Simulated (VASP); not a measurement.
# TiSi16 (a cell with a defect) in VASP: a series of runs

Runs on TiSi16 (a cell with a defect). Level: PBE. Tasks: single point.

All numbers are computed with VASP 6.6.1; they aren't measurements. Logs are shortened: lines on timing, memory, paths and dates and some standing lists are left out, and cuts for length are marked.

### Step 1. The cell of the first run

The cell holds a defect, 17 atoms: a = 7.679 Å, b = 7.679 Å, c = 7.679 Å, α = 60.00°, β = 60.00°, γ = 60.00°.

### Step 2. Single point, PBE

Contents of INCAR:

```
ALGO     = Normal         # electronic algorithm
EDIFF    = 1E-7           # SCF threshold, eV
ENCUT    = 520            # plane-wave cutoff, eV
GGA      = PE             # functional
ISIF     = 2              # what is computed and relaxed
ISMEAR   = 0              # smearing method
LASPH    = T              # aspherical terms in the spheres
LCHARG   = F              # write CHGCAR
LREAL    = Auto         
LWAVE    = F              # write WAVECAR
NBANDS   = 52             # bands
NELM     = 80             # most SCF steps
PREC     = Accurate       # precision mode
SIGMA    = 0.02           # smearing width, eV
```

Contents of KPOINTS:

```
k-points
0
Gamma
  2 2 2
```

Contents of POSCAR:

```
TiSi16
1.0
    0.0000000000      5.4300000000      5.4300000000
    5.4300000000      0.0000000000      5.4300000000
    5.4300000000      5.4300000000      0.0000000000
Si Ti
16 1
Direct
    0.0017027624     -0.0040071823      0.0057232044
    0.1047044199      0.1152946593      0.1533348066
    0.0029635359      0.0147998158      0.5140158379
    0.1378346225      0.1335499079      0.6338209945
   -0.0356406998      0.5150418048      0.0151556169
    0.1190418969      0.6218151934      0.1225503683
    0.0020792818      0.5056072744      0.4966988029
    0.1049359116      0.6539924494      0.6153830571
    0.5036521179     -0.0243534070      0.0142235727
    0.6277303867      0.1127637201      0.1233830571
    0.5093430939     -0.0031325967      0.4969362799
    0.6422039595      0.1162713628      0.6157249540
    0.4913209024      0.4845586556     -0.0148262431
    0.6041763352      0.6149196133      0.1153424494
    0.5039896869      0.5148530387      0.4757895028
    0.6280957643      0.6232677716      0.6135283610
    0.3037991713      0.3168420810      0.8165739411
```

Potentials or basis: VASP PAW PBE potentials, release 64 (Si, Ti_sv).

Started as:

```console
$ cat potpaw_PBE.64/Si/POTCAR potpaw_PBE.64/Ti_sv/POTCAR > POTCAR
$ mpirun -np 1 vasp_std > vasp.out
```

OUTCAR:

```text
EDIFF = 1E-7
   ENCUT = 520
   GGA = PE
   ISIF = 2
   ISMEAR = 0
   LASPH = T
   LREAL = Auto
   NELM = 80
   PREC = Accurate

 ion  position               nearest neighbor table
   1  0.002  0.996  0.006-   2 2.33   4 2.34  10 2.35   6 2.35
   2  0.105  0.115  0.153-   3 2.28   1 2.33  17 2.41   9 2.50   5 2.51
   3  0.003  0.015  0.514-  12 2.28   2 2.28   8 2.28   4 2.34
   4  0.138  0.134  0.634-  11 2.34   1 2.34   7 2.34   3 2.34
   5  0.964  0.515  0.015-  14 2.27   6 2.32  17 2.41   2 2.51   8 2.51
   6  0.119  0.622  0.123-   5 2.32  13 2.34   1 2.35   7 2.35
   7  0.002  0.506  0.497-   8 2.33   4 2.34  16 2.35   6 2.35
   8  0.105  0.654  0.615-   3 2.28   7 2.33  17 2.41  15 2.50   5 2.51
   9  0.504  0.976  0.014-  14 2.28  10 2.32  17 2.42  12 2.50   2 2.50
  10  0.628  0.113  0.123-   9 2.32  13 2.34  11 2.34   1 2.35
  11  0.509  0.997  0.497-  12 2.33   4 2.34  10 2.34  16 2.34
  12  0.642  0.116  0.616-   3 2.28  11 2.33  17 2.42   9 2.50  15 2.50
  13  0.491  0.485  0.985-  16 2.34  10 2.34   6 2.34  14 2.34
  14  0.604  0.615  0.115-   5 2.27  15 2.28   9 2.28  13 2.34
  15  0.504  0.515  0.476-  14 2.28  16 2.32  17 2.42  12 2.50   8 2.50
  16  0.628  0.623  0.614-  15 2.32  13 2.34  11 2.34   7 2.35
  17  0.304  0.317  0.817-   5 2.41   8 2.41   2 2.41   9 2.42  15 2.42  12 2.42

  LATTYP: Found a face centered cubic cell.
 ALAT       =    10.8600000000

  Lattice vectors:

 A1 = (   0.0000000000,   5.4300000000,   5.4300000000)
 A2 = (   5.4300000000,   0.0000000000,   5.4300000000)
 A3 = (   5.4300000000,   5.4300000000,   0.0000000000)

Analysis of symmetry for initial positions (statically):
=====================================================================
 Subroutine PRICEL returns:
 Original cell was already a primitive cell.

 Routine SETGRP: Setting up the symmetry group for a
 face centered cubic supercell.

 Subroutine GETGRP returns: Found  1 space group operations
 (whereof  1 operations were pure point group operations)
 out of a pool of 48 trial point group operations.

The static configuration has the point symmetry C_1 .

Analysis of symmetry for dynamics (positions and initial velocities):
=====================================================================
 Subroutine PRICEL returns:
 Original cell was already a primitive cell.

 Routine SETGRP: Setting up the symmetry group for a
 face centered cubic supercell.
[... 121 lines left out ...]
   NSW    =      0    number of steps for IOM
   IBRION =     -1    ionic relax: 0-MD 1-quasi-New 2-CG
   NFREE  =      0    steps in history (QN), initial steepest desc. (CG)
   ISIF   =      2    stress and relaxation
   ISYM   =      2    0-nonsym 1-usesym 2-fastsym
   POTIM  = 0.5000    time-step for ionic-motion
   TEBEG  =    0.0;   TEEND  =   0.0 temperature during run
   PSTRESS=    0.0 pullay stress
   NELECT =      76.0000    total number of electrons
   NUPDOWN=      -1.0000    fix difference up-down
   EMIN   =  10.00;   EMAX   =-10.00  energy-range for DOS
   EFERMI =   0.00;   METHOD = LEGACY
   ISMEAR =     0;   SIGMA  =   0.02  broadening in eV -4-tet -1-fermi 0-gaus
   EFERMI_NEDOS =   21; number of points for ismear=-14 and -15
   IALGO  =     38    algorithm
   IMIX   =      4    mixing-type and parameters
     AMIX     =   0.40;   BMIX     =  1.00
     AMIX_MAG =   1.60;   BMIX_MAG =  1.00
  volume/ion in A,a.u.               =      18.84       127.11
  Fermi-wavevector in a.u.,A,eV,Ry     =   1.013607  1.915439 13.978610  1.027399
  Thomas-Fermi vector in A             =   2.146786
   LORBIT       =      0    0 simple, 1 ext, 2 COOP (PROOUT), +10 PAW based schemes
   GGA     = PE    functional components
   LHFCALC =     F    Hartree Fock is set to
   AEXX    =    0.0000 exact exchange contribution
   IVDW    =     0    specifies the selected vdW correction
   LEPSILON=     F    determine dielectric tensor
   LRPA    =     F    only Hartree local field effects (RPA)
 non-spin polarized calculation
 Gauss-broadening in eV      SIGMA  =   0.02
  energy-cutoff  :      520.00
  volume of cell :      320.21
 maximum number of plane-waves:      8646
 NGX is ok and might be reduce to    60
   NGX = 29   NGY = 29   NGZ = 29

 number of electron      76.0000000 magnetization

 Free energy of the ion-electron system (eV)
  ---------------------------------------------------
  ext. energy  EPLUGINS =         0.00000000
  ---------------------------------------------------
  free energy    TOTEN  =       -90.46850854 eV

  energy without entropy =      -90.46652789  energy(sigma->0) =      -90.46751822

 E-fermi :   6.9307     XC(G=0):  -9.7429

 val. band max:        6.9084181886   @ k =   0.0000   0.5000   0.5000
 cond. band min:       6.9494993566   @ k =   0.0000   0.0000   0.0000
 fundamental gap:      0.0410811680
 Fermi energy:         6.9307459479

 k-point     1 :       0.0000    0.0000    0.0000
  band No.  band energies     occupation
      1     -49.7805      2.00000
      2     -26.2374      2.00000
      3     -26.1321      2.00000
      4     -26.1306      2.00000
      5      -5.6602      2.00000
      6      -3.4675      2.00000
[... 413 lines left out ...]
     49      10.0241      0.00000
     50      10.4616      0.00000
 [bands above 50 left out]

------------------------ aborting loop because EDIFF is reached ----------------------------------------

  FORCE on cell =-STRESS in cart. coord.  units (eV):
  Direction    XX          YY          ZZ          XY          YZ          ZX
  --------------------------------------------------------------------------------------
  -------------------------------------------------------------------------------------
  Total       12.7452878     12.9432394     12.9635404     -1.1862982     -1.1390148     -1.2113745
  in kB       63.7721041     64.7625709     64.8641490     -5.9357413     -5.6991552     -6.0612129
  external PRESSURE =      64.4662747 kB  Pullay stress =       0.0000000 kB

 VOLUME and BASIS-vectors are now :
 -----------------------------------------------------------------------------
  energy-cutoff  :      520.00
  volume of cell :      320.21
      direct lattice vectors                 reciprocal lattice vectors
     0.000000000  5.430000000  5.430000000    -0.092081031  0.092081031  0.092081031
     5.430000000  0.000000000  5.430000000     0.092081031 -0.092081031  0.092081031
     5.430000000  5.430000000  0.000000000     0.092081031  0.092081031 -0.092081031

 POSITION                                       TOTAL-FORCE (eV/Angst)
 -----------------------------------------------------------------------------------
      5.43932      0.04032      5.41749         0.013097     -0.006235     -0.009625
      1.45866      1.40115      1.19460         0.000193      0.008713     -0.005853
      2.87147      2.80720      0.09645        -0.013853      0.017101      0.017006
      4.16682      4.19009      1.47362         0.026290      0.013213      0.014577
      2.87897      5.31877      8.03315        -0.011775     -0.007070     -0.006054
      4.04191      1.31185      4.02285         0.011381     -0.018152     -0.015849
[... 9 lines left out ...]
      6.71580      6.74202      6.79490         0.000184     -0.018872     -0.006555
      6.15445      6.08363      3.37008         0.021456      0.055908      0.057789
 -----------------------------------------------------------------------------------
    total drift:                                0.002776      0.007700      0.006018

  FREE ENERGIE OF THE ION-ELECTRON SYSTEM (eV)
  ---------------------------------------------------
  free  energy   TOTEN  =       -90.4685085395 eV

  energy  without entropy=      -90.4665278930  energy(sigma->0) =      -90.46751822
```

stdout:

```text
POSCAR found type information on POSCAR SiTi
 POSCAR found :  2 types and      17 ions
 scaLAPACK will be used
 LDA part: xc-table for (Slater+PW92), standard interpolation
 POSCAR, INCAR and KPOINTS ok, starting setup
 FFT: planning ... GRIDC
 FFT: planning ... GRID_SOFT
 FFT: planning ... GRID
 WAVECAR not read
 entering main loop
```

It took 6.7 min on 1 thread of Intel Xeon Platinum 8259CL at 2.50GHz (Skylake/Cascade Lake), shared host; peak memory 0.5 GiB.

What came out:

```
Free energy            : -90.4685 eV
Pressure               : 6.4 GPa
Largest force          : 0.083 eV/Å
Band gap on the k mesh : zero (band 38 reaches 6.96 eV, above the bottom of band 39 at 6.72 eV)
```

Forces in eV/Å, atoms in the order of the input:
```
Si   0.013 -0.006 -0.010
Si   0.000  0.009 -0.006
Si  -0.014  0.017  0.017
Si   0.026  0.013  0.015
Si  -0.012 -0.007 -0.006
Si   0.011 -0.018 -0.016
Si   0.011 -0.010 -0.006
Si   0.001 -0.004  0.009
Si  -0.021  0.005 -0.008
Si   0.002 -0.007 -0.015
Si   0.005  0.005  0.004
Si  -0.011  0.002  0.002
Si  -0.001 -0.021 -0.021
Si  -0.019 -0.013 -0.005
Si  -0.014 -0.001 -0.005
Si   0.000 -0.019 -0.007
Ti   0.021  0.056  0.058
```

Caveat: the k points lie up to 0.50 Å⁻¹ apart.

[end of part 1 of 2]
